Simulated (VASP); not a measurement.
# Mn (R-3m) in VASP: single point with PBEsol

Aim: the single point of Mn with PBEsol.

All numbers are computed with VASP 6.6.1; they aren't measurements. Logs are shortened: lines on timing, memory, paths and dates and some standing lists are left out, and cuts for length are marked.

## 1. The cell of the first run

The typed cell holds 3 atoms: a = 2.447 Å, b = 2.447 Å, c = 5.990 Å, α = 90.00°, β = 90.00°, γ = 120.00°.

This isn't the form of Mn at room conditions, which is a 58-atom cubic cell.

## 2. Single point, PBEsol

Input file INCAR:

```
PREC = Accurate
ENCUT = 520
EDIFF = 1E-7
ISMEAR = 0
SIGMA = 0.1
LREAL = False
LASPH = True
NELM = 80
ALGO = Fast
ISIF = 2
LWAVE = False
LCHARG = False
GGA = PS
NBANDS = 26
```

Input file KPOINTS:

```
regular mesh
0
Gamma
  21 21 7
```

Input file POSCAR:

```
Mn
1.0
    2.4473408124      0.0000000000      0.0000000000
   -1.2236704062      2.1194593152      0.0000000000
    0.0000000000      0.0000000000      5.9897622226
Mn
3
Direct
    0.0000000000      0.0000000000      0.0000000000
    0.3333333333      0.6666666667      0.3333333333
    0.6666666667      0.3333333333      0.6666666667
```

Potentials or basis: VASP PAW PBE potentials, release 64 (Mn_pv).

The run is started by

```bash
cat potpaw_PBE.64/Mn_pv/POTCAR > POTCAR
mpirun -np 1 vasp_std > vasp.out
```

OUTCAR:

```text
PREC = Accurate
   ENCUT = 520
   EDIFF = 1E-7
   ISMEAR = 0
   LREAL = False
   LASPH = True
   NELM = 80
   ISIF = 2
   GGA = PS

 ion  position               nearest neighbor table
   1  0.000  0.000  0.000-   2 2.45   3 2.45   2 2.45   3 2.45   3 2.45   2 2.45
   2  0.333  0.667  0.333-   1 2.45   1 2.45   1 2.45   3 2.45   3 2.45   3 2.45
   3  0.667  0.333  0.667-   1 2.45   1 2.45   1 2.45   2 2.45   2 2.45   2 2.45

  LATTYP: Found a hexagonal cell.
 ALAT       =     2.4473408124
 C/A-ratio  =     2.4474573350

  Lattice vectors:

 A1 = (   2.4473408124,   0.0000000000,   0.0000000000)
 A2 = (  -1.2236704062,   2.1194593152,   0.0000000000)
 A3 = (   0.0000000000,   0.0000000000,   5.9897622226)

Analysis of symmetry for initial positions (statically):
=====================================================================
 Subroutine PRICEL returns following result:

  LATTYP: Found a trigonal (rhomboedric) cell.
 ALAT       =     2.4459872501
 COS(alpha) =     0.4994464661

  Lattice vectors:

 A1 = (   1.2236704060,   0.7064864385,  -1.9965874079)
 A2 = (   0.0000000001,  -1.4129728769,  -1.9965874073)
 A3 = (  -1.2236704061,   0.7064864383,  -1.9965874073)

   3 primitive cells build up your supercell.

 Routine SETGRP: Setting up the symmetry group for a
 hexagonal supercell.

 Subroutine GETGRP returns: Found 12 space group operations
 (whereof 12 operations were pure point group operations)
 out of a pool of 24 trial point group operations.

The static configuration has the point symmetry D_3d.

Analysis of symmetry for dynamics (positions and initial velocities):
=====================================================================
 Subroutine PRICEL returns following result:

  LATTYP: Found a trigonal (rhomboedric) cell.
 ALAT       =     2.4459872501
 COS(alpha) =     0.4994464661

  Lattice vectors:

 A1 = (   1.2236704060,   0.7064864385,  -1.9965874079)
 A2 = (   0.0000000001,  -1.4129728769,  -1.9965874073)
 A3 = (  -1.2236704061,   0.7064864383,  -1.9965874073)

   3 primitive cells build up your supercell.

 Routine SETGRP: Setting up the symmetry group for a
 hexagonal supercell.

 Subroutine GETGRP returns: Found 12 space group operations
 (whereof 12 operations were pure point group operations)
 out of a pool of 24 trial point group operations.

The dynamic configuration has the point symmetry D_3d.

 Subroutine INISYM returns: Found 12 space group operations
 (whereof 12 operations are pure point group operations),
 and found     3 'primitive' translations

----------------------------------------------------------------------------------------

                                     Primitive cell

  volume of cell :      10.3564

  direct lattice vectors                    reciprocal lattice vectors
     1.223670406  0.706486439 -1.996587408     0.408606760  0.235909223 -0.166951535
     0.000000000 -1.412972877 -1.996587407     0.000000000 -0.471818446 -0.166951535
    -1.223670406  0.706486438 -1.996587407    -0.408606760  0.235909223 -0.166951535

  length of vectors
     2.445987250  2.445987250  2.445987250     0.500485226  0.500485226  0.500485226

  position of ions in fractional coordinates (direct lattice)
     0.000000000  0.000000000  0.000000000

  ion indices of the primitive-cell ions
   primitive index   ion index
                 1           1

----------------------------------------------------------------------------------------

 KPOINTS: regular mesh

Automatic generation of k-mesh.
 Grid dimensions read from file:
 generate k-points for:   21   21    7

 Generating k-lattice:

  Cartesian coordinates                     Fractional coordinates (reciprocal lattice)
     0.019457465  0.011233773  0.000000000     0.047619048  0.000000000  0.000000000
     0.000000000  0.022467545  0.000000000     0.000000000  0.047619048  0.000000000
     0.000000000  0.000000000  0.023850219     0.000000000  0.000000000  0.142857143

  Length of vectors
     0.022467545  0.022467545  0.023850219

  Shift w.r.t. Gamma in fractional coordinates (k-lattice)
     0.000000000  0.000000000  0.000000000

 Subroutine IBZKPT returns following result:
 ===========================================

 Found    303 irreducible k-points:

 Following reciprocal coordinates:
            Coordinates               Weight
  0.000000  0.000000  0.000000      1.000000
  0.047619  0.000000  0.000000      6.000000
  0.095238  0.000000  0.000000      6.000000
  0.142857  0.000000  0.000000      6.000000
  0.190476  0.000000  0.000000      6.000000
  0.238095  0.000000  0.000000      6.000000
[... 16 lines left out ...]
  0.142857  0.095238  0.000000     12.000000
  0.190476  0.095238  0.000000     12.000000
 [... further k-points ...]
   k-points           NKPTS =    303   k-points in BZ     NKDIM =    303   number of bands    NBANDS=     26
   number of dos      NEDOS =    301   number of ions     NIONS =      3
   total plane-waves  NPLWV =  15552
   dimension x,y,z NGX =    18 NGY =   18 NGZ =   48
   dimension x,y,z NGXF=    36 NGYF=   36 NGZF=   96
   ions per type =               3
   NGX,Y,Z   is equivalent  to a cutoff of  12.23, 12.23, 13.32 a.u.
   NGXF,Y,Z  is equivalent  to a cutoff of  24.45, 24.45, 26.64 a.u.
 SYSTEM =  unknown system
   PREC   = accura    normal or accurate (medium, high low for compatibility)
   ISTART =      0    job   : 0-new  1-cont  2-samecut
   ICHARG =      2    charge: 1-file 2-atom 10-const
   ISPIN  =      1    spin polarized calculation?
   LNONCOLLINEAR =      F non collinear calculations
   LSORBIT =      F    spin-orbit coupling
   LASPH  =      T    aspherical Exc in radial PAW
   ENCUT  =  520.0 eV  38.22 Ry    6.18 a.u.   4.55  4.55 11.14*2*pi/ulx,y,z
   NELM   =     80;   NELMIN=  2; NELMDL= -5     # of ELM steps
   EDIFF  = 0.1E-06   stopping-criterion for ELM
   LREAL  =      F    real-space projection
   EDIFFG = 0.1E-05   stopping-criterion for IOM
   NSW    =      0    number of steps for IOM
   IBRION =     -1    ionic relax: 0-MD 1-quasi-New 2-CG
   NFREE  =      0    steps in history (QN), initial steepest desc. (CG)
   ISIF   =      2    stress and relaxation
   ISYM   =      2    0-nonsym 1-usesym 2-fastsym
   POTIM  = 0.5000    time-step for ionic-motion
   TEBEG  =    0.0;   TEEND  =   0.0 temperature during run
   PSTRESS=    0.0 pullay stress
   NELECT =      39.0000    total number of electrons
   NUPDOWN=      -1.0000    fix difference up-down
   EMIN   =  10.00;   EMAX   =-10.00  energy-range for DOS
   EFERMI =   0.00;   METHOD = LEGACY
   ISMEAR =     0;   SIGMA  =   0.10  broadening in eV -4-tet -1-fermi 0-gaus
   EFERMI_NEDOS =   21; number of points for ismear=-14 and -15
   IALGO  =     68    algorithm
   IMIX   =      4    mixing-type and parameters
     AMIX     =   0.40;   BMIX     =  1.00
     AMIX_MAG =   1.60;   BMIX_MAG =  1.00
  volume/ion in A,a.u.               =      10.36        69.89
  Fermi-wavevector in a.u.,A,eV,Ry     =   1.765984  3.337225 42.432462  3.118698
  Thomas-Fermi vector in A             =   2.833657
   LORBIT       =      0    0 simple, 1 ext, 2 COOP (PROOUT), +10 PAW based schemes
   GGA     = PS    functional components
   LHFCALC =     F    Hartree Fock is set to
   AEXX    =    0.0000 exact exchange contribution
   IVDW    =     0    specifies the selected vdW correction
   LEPSILON=     F    determine dielectric tensor
   LRPA    =     F    only Hartree local field effects (RPA)
 non-spin polarized calculation
 RMM-DIIS sequential band-by-band and
 Gauss-broadening in eV      SIGMA  =   0.10
  energy-cutoff  :      520.00
  volume of cell :       31.07
 maximum number of plane-waves:       857
   NGX =  9   NGY =  9   NGZ = 23

 number of electron      39.0000076 magnetization

 Free energy of the ion-electron system (eV)
  ---------------------------------------------------
  ext. energy  EPLUGINS =         0.00000000
  ---------------------------------------------------
  free energy    TOTEN  =       -29.03428084 eV

  energy without entropy =      -29.01250030  energy(sigma->0) =      -29.02339057

 E-fermi :  10.8654     XC(G=0): -14.4177

 val. band max:       10.8642024820   @ k =   0.3810   0.0000   0.2857
 cond. band min:      10.8684525992   @ k =   0.1905   0.0952   0.1429
 fundamental gap:      0.0042501172
 Fermi energy:        10.8654036034

 k-point     1 :       0.0000    0.0000    0.0000
  band No.  band energies     occupation
      1     -37.2615      2.00000
      2     -37.2615      2.00000
      3     -36.6927      2.00000
      4     -36.6927      2.00000
      5     -36.6927      2.00000
      6     -36.6927      2.00000
[... 18 lines left out ...]
     25      12.0508      0.00000
     26      12.0508      0.00000

 k-point     2 :       0.0476    0.0000    0.0000
  band No.  band energies     occupation
      1     -37.2591      2.00000
      2     -37.2587      2.00000
      3     -36.7152      2.00000
      4     -36.7063      2.00000
      5     -36.6948      2.00000
      6     -36.6861      2.00000
[... 18 lines left out ...]
     25      12.0229      0.00000
     26      12.2156      0.00000

 k-point     3 :       0.0952    0.0000    0.0000
  band No.  band energies     occupation
      1     -37.2532      2.00000
      2     -37.2505      2.00000
      3     -36.7604      2.00000
      4     -36.7262      2.00000
      5     -36.7195      2.00000
      6     -36.6861      2.00000
[... 18 lines left out ...]
     25      12.2462      0.00000
     26      12.3594      0.00000

 k-point     4 :       0.1429    0.0000    0.0000
  band No.  band energies     occupation
      1     -37.2471      2.00000
      2     -37.2383      2.00000
      3     -36.8231      2.00000
      4     -36.7614      2.00000
      5     -36.7513      2.00000
      6     -36.7491      2.00000
[... 18 lines left out ...]
     25      12.4801      0.00000
     26      12.6113      0.00000
[... 496 lines left out ...]
      1     -37.2386      2.00000
      2     -37.2386      2.00000
      3     -36.8292      2.00000
      4     -36.8292      2.00000
      5     -36.7859      2.00000
      6     -36.7217      2.00000
[... 18 lines left out ...]
     25      11.8229      0.00000
     26      13.3702      0.00000

 k-point    23 :       0.1429    0.0952    0.0000
  band No.  band energies     occupation
      1     -37.2385      2.00000
      2     -37.2303      2.00000
      3     -36.8941      2.00000
      4     -36.8729      2.00000
      5     -36.8670      2.00000
      6     -36.7566      2.00000
[... 18 lines left out ...]
     25      11.9961      0.00000
     26      13.6830      0.00000

 k-point    24 :       0.1905    0.0952    0.0000
  band No.  band energies     occupation
      1     -37.2493      2.00000
      2     -37.2308      2.00000
      3     -36.9710      2.00000
      4     -36.9499      2.00000
      5     -36.8984      2.00000
      6     -36.7959      2.00000
[... 18 lines left out ...]
     25      12.1579      0.00000
     26      14.0206      0.00000

 [... further k-points ...]
[... 5 lines left out ...]
  --------------------------------------------------------------------------------------
  -------------------------------------------------------------------------------------
  Total       -0.0284390     -0.0284390     -0.0141834      0.0000000      0.0000000      0.0000000
  in kB       -1.4665462     -1.4665462     -0.7314100      0.0000000      0.0000000      0.0000000
  external PRESSURE =      -1.2215008 kB  Pullay stress =       0.0000000 kB

 VOLUME and BASIS-vectors are now :
 -----------------------------------------------------------------------------
  energy-cutoff  :      520.00
  volume of cell :       31.07
      direct lattice vectors                 reciprocal lattice vectors
     2.447340812  0.000000000  0.000000000     0.408606760  0.235909223  0.000000000
    -1.223670406  2.119459315  0.000000000     0.000000000  0.471818446  0.000000000
     0.000000000  0.000000000  5.989762223     0.000000000  0.000000000  0.166951535

 POSITION                                       TOTAL-FORCE (eV/Angst)
 -----------------------------------------------------------------------------------
      0.00000      0.00000      0.00000         0.000000      0.000000     -0.000000
     -0.00000      1.41297      1.99659        -0.000000     -0.000000      0.000000
      1.22367      0.70649      3.99317         0.000000      0.000000     -0.000000
 -----------------------------------------------------------------------------------
    total drift:                                0.000000     -0.000000     -0.000000

  FREE ENERGIE OF THE ION-ELECTRON SYSTEM (eV)
  ---------------------------------------------------
  free  energy   TOTEN  =       -29.0342808377 eV

  energy  without entropy=      -29.0125002969  energy(sigma->0) =      -29.02339057
```

Wall time 3.4 min (1 thread of Intel Xeon 8259CL, shared host); peak memory 0.28 GiB.

What came out:

```yaml
Free_energy: -29.0343 eV
Pressure: -0.1 GPa
Band_gap_on_the_k_mesh: zero (an odd number of electrons rules out a gap without spin polarisation)
```

Levels at points of the mesh, in eV from the Fermi level:
```tsv
k point	band 17	band 18	band 19	band 20	band 21	band 22
(0.00, 0.00, 0.00)	-1.20	-1.09	-1.09	-1.09	-1.09	0.56
```

Caveat: the PAW data sets were made with another functional, which shifts forces and pressure a little; the run has no spin polarisation, though such a crystal can be magnetic.
